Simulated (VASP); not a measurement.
# MgI2 (R3m) in VASP: G0W0 quasiparticle levels with PBE

Aim: the G0W0 quasiparticle levels of MgI2 with PBE.

Everything below comes from runs of VASP 6.6.1. Logs are shortened: lines on timing, memory, paths and dates and some standing lists are left out, and cuts for length are marked.

### 1 The cell of the first run

It takes space group R3m (No. 160, trigonal). The conventional cell has a = 4.055 Å, b = 4.055 Å, c = 21.766 Å, α = 90.00°, β = 90.00°, γ = 120.00°. Mg (site symmetry 3m) has 6 I at 2.98 Å and 6 Mg at 4.05 Å within 4.1 Å. I (site symmetry 3m) has 3 Mg at 2.98 Å and 7 I at 3.68 to 4.05 Å within 4.1 Å. I (site symmetry 3m) has 3 Mg at 2.98 Å and 7 I at 3.68 to 4.05 Å within 4.1 Å.

### 2 G0W0 quasiparticle levels, PBE

Input file POSCAR:

```
MgI2
1.0
    2.0274773920      1.1705646181      7.2554234070
   -2.0274773920      1.1705646181      7.2554234070
    0.0000000000     -2.3411292361      7.2554234070
Mg I
1 2
Direct
   -0.0000100377     -0.0000100377     -0.0000100377
    0.4179194846      0.4179194846      0.4179194846
    0.2487572197      0.2487572197      0.2487572197
```

Input file INCAR.step1:

```
SYSTEM = MgI2
PREC = Accurate
ENCUT = 500
EDIFF = 1E-8
ISMEAR = 0
SIGMA = 0.01
LREAL = .False.
LASPH = .True.
NELM = 60
ALGO = Normal
LWAVE = .True.
LCHARG = .False.
GGA = PE
```

Input file INCAR.step2:

```
SYSTEM = MgI2
PREC = Accurate
ENCUT = 500
EDIFF = 1E-8
ISMEAR = 0
SIGMA = 0.01
LREAL = .False.
LASPH = .True.
NELM = 1
ALGO = Exact
LWAVE = .True.
LCHARG = .False.
GGA = PE
NBANDS = 175
LOPTICS = .True.
ISTART = 1
```

Input file INCAR.step3:

```
SYSTEM = MgI2
PREC = Accurate
ENCUT = 500
EDIFF = 1E-8
ISMEAR = 0
SIGMA = 0.01
LREAL = .False.
LASPH = .True.
ALGO = EVGW0
LWAVE = .False.
LCHARG = .False.
GGA = PE
NELMGW = 1
NBANDS = 175
ENCUTGW = 80.0
NOMEGA = 96
PRECFOCK = Fast
ISTART = 1
NBANDSGW = 16
OMEGAMAX = 20
```

Input file KPOINTS:

```
Automatic mesh
0
Gamma
  4 4 4
  0 0 0
```

Potentials or basis: VASP PAW PBE potentials, release 64 (Mg_GW, I_GW).

Run with:

```console
$ cat potpaw_PBE.64/Mg_GW/POTCAR potpaw_PBE.64/I_GW/POTCAR > POTCAR
$ cp INCAR.step1 INCAR
$ mpirun -np 1 vasp_std > vasp.out
$ cp INCAR.step2 INCAR
$ mpirun -np 1 vasp_std > vasp.out
$ cp INCAR.step3 INCAR
$ mpirun -np 1 vasp_std > vasp.out
```

OUTCAR:

```text
SYSTEM = MgI2
   PREC = Accurate
   ENCUT = 500
   EDIFF = 1E-8
   ISMEAR = 0
   LREAL = .False.
   LASPH = .True.
   GGA = PE
   NELMGW = 1
   ENCUTGW = 80.0
   PRECFOCK = Fast
   ISTART = 1

 ion  position               nearest neighbor table
   1  1.000  1.000  1.000-   3 2.98   3 2.98   3 2.98   2 2.98   2 2.98   2 2.98
   2  0.418  0.418  0.418-   1 2.98   1 2.98   1 2.98
   3  0.249  0.249  0.249-   1 2.98   1 2.98   1 2.98

  LATTYP: Found a trigonal (rhomboedric) cell.
 ALAT       =     7.6237821923
 COS(alpha) =     0.8585506111

  Lattice vectors:

 A1 = (   2.0274773920,   1.1705646181,   7.2554234070)
 A2 = (  -2.0274773920,   1.1705646181,   7.2554234070)
 A3 = (   0.0000000000,  -2.3411292361,   7.2554234070)

Analysis of symmetry for initial positions (statically):
=====================================================================
 Subroutine PRICEL returns:
 Original cell was already a primitive cell.

 Routine SETGRP: Setting up the symmetry group for a
 trigonal (rhombohedral) supercell.

 Subroutine GETGRP returns: Found  6 space group operations
 (whereof  6 operations were pure point group operations)
 out of a pool of 12 trial point group operations.

The static configuration has the point symmetry C_3v.

Analysis of symmetry for dynamics (positions and initial velocities):
=====================================================================
 Subroutine PRICEL returns:
 Original cell was already a primitive cell.

 Routine SETGRP: Setting up the symmetry group for a
 trigonal (rhombohedral) supercell.

 Subroutine GETGRP returns: Found  6 space group operations
 (whereof  6 operations were pure point group operations)
 out of a pool of 12 trial point group operations.

The dynamic configuration has the point symmetry C_3v.

 Subroutine INISYM returns: Found  6 space group operations
 (whereof  6 operations are pure point group operations),
 and found     1 'primitive' translations

----------------------------------------------------------------------------------------

                                     Primitive cell

  volume of cell :     103.3155

  direct lattice vectors                    reciprocal lattice vectors
     2.027477392  1.170564618  7.255423407     0.246611874  0.142381432  0.045942644
    -2.027477392  1.170564618  7.255423407    -0.246611874  0.142381432  0.045942644
     0.000000000 -2.341129236  7.255423407     0.000000000 -0.284762864  0.045942644

  length of vectors
     7.623782192  7.623782192  7.623782192     0.288445169  0.288445169  0.288445169

  position of ions in fractional coordinates (direct lattice)
     0.999989962  0.999989962  0.999989962
     0.417919485  0.417919485  0.417919485
     0.248757220  0.248757220  0.248757220

  ion indices of the primitive-cell ions
   primitive index   ion index
                 1           1
                 2           2
                 3           3

----------------------------------------------------------------------------------------

 KPOINTS: Automatic mesh

Automatic generation of k-mesh.
 Grid dimensions read from file:
 generate k-points for:    4    4    4

 Generating k-lattice:

  Cartesian coordinates                     Fractional coordinates (reciprocal lattice)
     0.061652969  0.035595358  0.011485661     0.250000000  0.000000000  0.000000000
    -0.061652969  0.035595358  0.011485661     0.000000000  0.250000000  0.000000000
     0.000000000 -0.071190716  0.011485661     0.000000000  0.000000000  0.250000000

  Length of vectors
     0.072111292  0.072111292  0.072111292

  Shift w.r.t. Gamma in fractional coordinates (k-lattice)
     0.000000000  0.000000000  0.000000000

 Subroutine IBZKPT returns following result:
 ===========================================

 Found     13 irreducible k-points:

 Following reciprocal coordinates:
            Coordinates               Weight
  0.000000  0.000000  0.000000      1.000000
  0.250000  0.000000 -0.000000      6.000000
  0.500000  0.000000 -0.000000      3.000000
  0.250000  0.250000 -0.000000      6.000000
  0.500000  0.250000  0.000000     12.000000
 -0.250000  0.250000  0.000000      6.000000
  0.500000  0.500000 -0.000000      3.000000
  0.250000  0.250000  0.250000      2.000000
  0.500000  0.250000  0.250000      6.000000
 -0.250000  0.250000  0.250000      6.000000
  0.500000  0.500000  0.250000      6.000000
 -0.250000  0.500000  0.250000      6.000000
  0.500000  0.500000  0.500000      1.000000
   k-points           NKPTS =     13   k-points in BZ     NKDIM =     64   number of bands    NBANDS=    175
   number of dos      NEDOS =    301   number of ions     NIONS =      3
   total plane-waves  NPLWV = 175616
   dimension x,y,z NGX =    56 NGY =   56 NGZ =   56
   dimension x,y,z NGXF=   112 NGYF=  112 NGZF=  112
   ions per type =               1   2
   NGX,Y,Z   is equivalent  to a cutoff of  12.21, 12.21, 12.21 a.u.
   NGXF,Y,Z  is equivalent  to a cutoff of  24.42, 24.42, 24.42 a.u.
 SYSTEM =  MgI2
   PREC   = accura    normal or accurate (medium, high low for compatibility)
   ISTART =      1    job   : 0-new  1-cont  2-samecut
   ICHARG =      0    charge: 1-file 2-atom 10-const
   ISPIN  =      1    spin polarized calculation?
   LNONCOLLINEAR =      F non collinear calculations
   LSORBIT =      F    spin-orbit coupling
   LASPH  =      T    aspherical Exc in radial PAW
   ENCUT  =  500.0 eV  36.75 Ry    6.06 a.u.  13.90 13.90 13.90*2*pi/ulx,y,z
   NELM   =     60;   NELMIN=  2; NELMDL=  0     # of ELM steps
   EDIFF  = 0.1E-07   stopping-criterion for ELM
   LREAL  =      F    real-space projection
   EDIFFG = 0.1E-06   stopping-criterion for IOM
   NSW    =      0    number of steps for IOM
   IBRION =     -1    ionic relax: 0-MD 1-quasi-New 2-CG
   NFREE  =      0    steps in history (QN), initial steepest desc. (CG)
   ISIF   =      0    stress and relaxation
   ISYM   =      3    0-nonsym 1-usesym 2-fastsym
   POTIM  = 0.5000    time-step for ionic-motion
   TEBEG  =    0.0;   TEEND  =   0.0 temperature during run
   PSTRESS=    0.0 pullay stress
   NELECT =      16.0000    total number of electrons
   NUPDOWN=      -1.0000    fix difference up-down
   EMIN   =  10.00;   EMAX   =-10.00  energy-range for DOS
   EFERMI =   0.00;   METHOD = LEGACY
   ISMEAR =     0;   SIGMA  =   0.01  broadening in eV -4-tet -1-fermi 0-gaus
   EFERMI_NEDOS =   21; number of points for ismear=-14 and -15
   IALGO  =     38    algorithm
   IMIX   =      4    mixing-type and parameters
     AMIX     =   0.40;   BMIX     =  1.00
     AMIX_MAG =   1.60;   BMIX_MAG =  1.00
  volume/ion in A,a.u.               =      34.44       232.40
  Fermi-wavevector in a.u.,A,eV,Ry     =   0.879143  1.661340 10.515848  0.772893
  Thomas-Fermi vector in A             =   1.999327
   LORBIT       =      0    0 simple, 1 ext, 2 COOP (PROOUT), +10 PAW based schemes
   GGA     = PE    functional components
   LHFCALC =     T    Hartree Fock is set to
   PRECFOCK=fast      Normal, Fast or Accurate (Low or Medium for compatibility)
   ENCUT4O =  -1.0   cutoff for four orbital integrals eV
   NKREDX  =     1    reduce k-point grid by
   NKREDY  =     1    reduce k-point grid by
   NKREDZ  =     1    reduce k-point grid by
   AEXX    =    1.0000 exact exchange contribution
   HFSCREEN=    0.0000 screening length (either q_TF or 0.3 A-1)
   HFSCREENC=   0.0000 screening length for correlation (either q_TF or 0.3 A-1)
   ENCUTFOCK=  -1.0 apply spherical cutoff to Coloumb kernel
   IVDW    =     0    specifies the selected vdW correction
   LEPSILON=     F    determine dielectric tensor
   LRPA    =     F    only Hartree local field effects (RPA)
   LRPAFORCE           =     F    calculate RPA forces
   ENCUTGW             =  80.0    cutoff for response function in eV
   ENCUTGWSOFT         =  64.0    soft cutoff for Coulomb kernel in GW response function in eV
   ENCUTLF             =  -1.0    cutoff for local field effects
   NELMGW              =     1    number of iterations in solving QP/BSE equation
   NELMHF              =     1    number of iterations in the inner HF iteration
   NKREDLFX            =     1    NKREDLFY  =   1   NKREDLFZ  =   1
 non-spin polarized calculation
 Gauss-broadening in eV      SIGMA  =   0.01
  energy-cutoff  :      500.00
  volume of cell :      103.32
 maximum number of plane-waves:      2648
  NGX = 30; NGY = 30; NGZ = 30
   NGX = 27   NGY = 27   NGZ = 27
 maximum number of plane-waves:       174
 NGX is ok and might be reduce to    28

 QP shifts <psi_nk| G(iteration)W_0 |psi_nk>: iteration 1
 for sc-GW calculations column KS-energies equals QP-energies in previous step
 and V_xc(KS)=  KS-energies - (<T + V_ion + V_H > + <T+V_H+V_ion>^1  + <V_x>^1)

 k-point   1 :       0.0000    0.0000    0.0000
  band No.  KS-energies  QP-energies   sigma(KS)   V_xc(KS)     V^pw_x(r,r')   Z            occupation Imag(sigma)

      1      -9.7220     -10.3267     -12.6368     -11.7311     -18.8924       0.6676       2.0000       1.2296
      2      -9.0720      -9.5797     -12.8842     -12.1432     -18.9873       0.6852       2.0000       1.1351
      3      -1.4790      -2.5251     -10.9629      -9.5299     -13.6336       0.7300       2.0000       0.2184
      4       2.1959       1.3022     -12.5560     -11.4034     -14.1991       0.7755       2.0000       0.0472
      5       2.1959       1.3022     -12.5560     -11.4034     -14.1991       0.7755       2.0000       0.0472
      6       2.1988       1.2931     -12.4341     -11.2678     -14.0016       0.7765       2.0000       0.0451
[... 8 lines left out ...]
     15      11.1048      11.6694      -7.5630      -8.2826      -3.5779       0.7845       0.0000      -0.1030
     16      11.4908      11.8197      -7.1484      -7.5802      -2.9160       0.7616       0.0000      -0.1531

 k-point   2 :       0.2500    0.0000   -0.0000
  band No.  KS-energies  QP-energies   sigma(KS)   V_xc(KS)     V^pw_x(r,r')   Z            occupation Imag(sigma)

      1      -9.4222     -10.0118     -12.7663     -11.9214     -18.9311       0.6980       2.0000       1.1875
      2      -8.8517      -9.3180     -12.9586     -12.2768     -19.0118       0.6839       2.0000       1.0760
      3      -1.0064      -2.0025     -11.1278      -9.7488     -13.5956       0.7223       2.0000       0.1563
      4       0.1220      -0.9016     -11.4760     -10.1023     -13.5364       0.7451       2.0000       0.0801
      5       0.8540      -0.1529     -11.8902     -10.5624     -13.7683       0.7583       2.0000       0.0624
      6       1.7707       0.8344     -12.3231     -11.1087     -14.0314       0.7710       2.0000       0.0507
[... 8 lines left out ...]
     15      11.1153      11.7412      -7.7025      -8.5033      -3.5196       0.7816       0.0000      -0.1465
     16      12.1742      12.6141      -7.4077      -7.9769      -3.1606       0.7729       0.0000      -0.1528
[... 188 lines left out ...]
      5       0.2750      -0.7119     -11.8305     -10.5017     -13.9133       0.7427       2.0000       0.0821
      6       0.3609      -0.6584     -11.5992     -10.2370     -13.5958       0.7483       2.0000       0.0742
[... 8 lines left out ...]
     15      10.8577      11.4468      -7.7726      -8.5254      -3.7867       0.7826       0.0000      -0.1084
     16      11.8301      12.4256      -7.7728      -8.5316      -3.5924       0.7847       0.0000      -0.1464

 k-point  13 :       0.5000    0.5000    0.5000
  band No.  KS-energies  QP-energies   sigma(KS)   V_xc(KS)     V^pw_x(r,r')   Z            occupation Imag(sigma)

      1      -9.5691     -10.1452     -12.7062     -11.8390     -18.9113       0.6643       2.0000       1.1780
      2      -9.2681      -9.8181     -12.7668     -11.9711     -18.9336       0.6913       2.0000       1.1977
      3      -0.7004      -1.6215     -11.2462      -9.9787     -13.5143       0.7267       2.0000       0.1279
      4       0.7703      -0.3260     -11.5564     -10.1081     -13.5410       0.7569       2.0000       0.0688
      5       2.1052       1.2039     -12.5207     -11.3529     -14.1932       0.7718       2.0000       0.0481
      6       2.1052       1.2039     -12.5207     -11.3529     -14.1932       0.7718       2.0000       0.0481
[... 8 lines left out ...]
     15      11.1142      11.7264      -7.6462      -8.4299      -3.6092       0.7811       0.0000      -0.1075
     16      11.5820      12.2606      -7.7918      -8.6642      -3.6607       0.7778       0.0000      -0.1218
```

Run time: 22 min. Hardware: 1 thread of Intel Xeon 6975P-C (Granite Rapids), shared host; peak memory 2.1 GiB.

What came out:

* Quasiparticle gap: 4.13 eV
* Least direct quasiparticle gap: 4.30 eV
* Band gap of the starting levels on the mesh: 2.74 eV
* Least direct gap of the starting levels on the mesh: 2.85 eV

Caveat: the k points lie up to 0.45 Å⁻¹ apart; bands, screening cutoff and mesh are small and nothing is extrapolated, so the quasiparticle values aren't converged; spin-orbit coupling is left out, which moves the levels of the heavy elements.
